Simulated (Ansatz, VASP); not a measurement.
**Two plane-wave programs on SnO**

INCAR

```
ALGO = Normal
EDIFF = 1E-6
ENCUT = 520
GGA = PE
ISIF = 2
ISMEAR = 0
LASPH = True
LCHARG = False
LREAL = False
LWAVE = False
NBANDS = 50
NELM = 80
PREC = Accurate
SIGMA = 0.02
```

KPOINTS

```
k-points
0
Gamma
  2 2 1
```

POSCAR

```
SnO
1.0
    2.7626985156     -2.7298174925     -0.0291122843
    2.7525849748      2.7197072172     -0.0377131518
   -0.1247915414     -0.0160562955     10.2705592600
Sn O
4 4
Direct
    0.7355854614      0.2633795672      0.8633106553
    0.2739015173      0.7440484090      0.1349487425
    0.7572459698      0.2368651919      0.3670846305
    0.2410313243      0.7817785168      0.6349171530
    0.2718761633      0.2465292227      0.2467669246
    0.7431773681      0.7823784534      0.7491064042
    0.2215019945      0.2758207736      0.7494336474
    0.7780204891      0.7599118483      0.2534839953
```

Input for Ansatz:

```yaml
crystal:
  lattice:
    - [2.7626985156, -2.7298174925, -0.0291122843]
    - [2.7525849748, 2.7197072172, -0.0377131518]
    - [-0.1247915414, -0.0160562955, 10.27055926]
  atoms:
    - { symbol: Sn, position: [0.7355854614, 0.2633795672, 0.8633106553] }
    - { symbol: Sn, position: [0.2739015173, 0.744048409, 0.1349487425] }
    - { symbol: Sn, position: [0.7572459698, 0.2368651919, 0.3670846305] }
    - { symbol: Sn, position: [0.2410313243, 0.7817785168, 0.634917153] }
    - { symbol: O, position: [0.2718761633, 0.2465292227, 0.2467669246] }
    - { symbol: O, position: [0.7431773681, 0.7823784534, 0.7491064042] }
    - { symbol: O, position: [0.2215019945, 0.2758207736, 0.7494336474] }
    - { symbol: O, position: [0.7780204891, 0.7599118483, 0.2534839953] }
basis:
  ecutwfc: 420
kpoints:
  mp_grid: { grid: [2, 2, 1] }
hamiltonian:
  xc: pbe
scf:
  occupations: { method: gaussian, width: 0.02 }
output:
  forces: true
  stress: true
  eigenvalues: true
```

Change from the starting cell: kmesh displaced: [2, 2, 1] Gamma-centred.

Alike in both runs: task single point; functional PBE; k mesh 2 × 2 × 1; occupations gaussian, width 0.02 eV; no spin polarisation.

|  | VASP | Ansatz |
| --- | --- | --- |
| version | VASP 6.6.1 | Ansatz 0.2.0 |
| potentials or method | VASP PAW PBE potentials, release 64 (Sn_d, O), cutoff 520 eV | scalar-relativistic, plane waves, PAW |
| valence electrons in the cell | 80 | 80 |

VASP gave:

```
gap on the k mesh at the Fermi level (eV)                     : 0.44
least direct gap on the mesh (eV)                             : 1.82
pressure (GPa)                                                : -1.6
traceless stress, the component that is largest in VASP (GPa) : -1.69
rms of the force components (eV/Å)                            : 0.286
```

Question: What did Ansatz give for the same quantities?

Answer: gap on the k mesh at the Fermi level (eV): 0.44; least direct gap on the mesh (eV): 1.86; pressure (GPa): -1.8; traceless stress, the component that is largest in VASP (GPa): -1.67; rms of the force components (eV/Å): 0.298.

Atom by atom the forces differ by 0.030 eV/Å (rms over components). The functional is the same, so the differences come from potentials, cutoffs and numerics.

The k mesh is coarse, so the values compare programs but aren't converged.
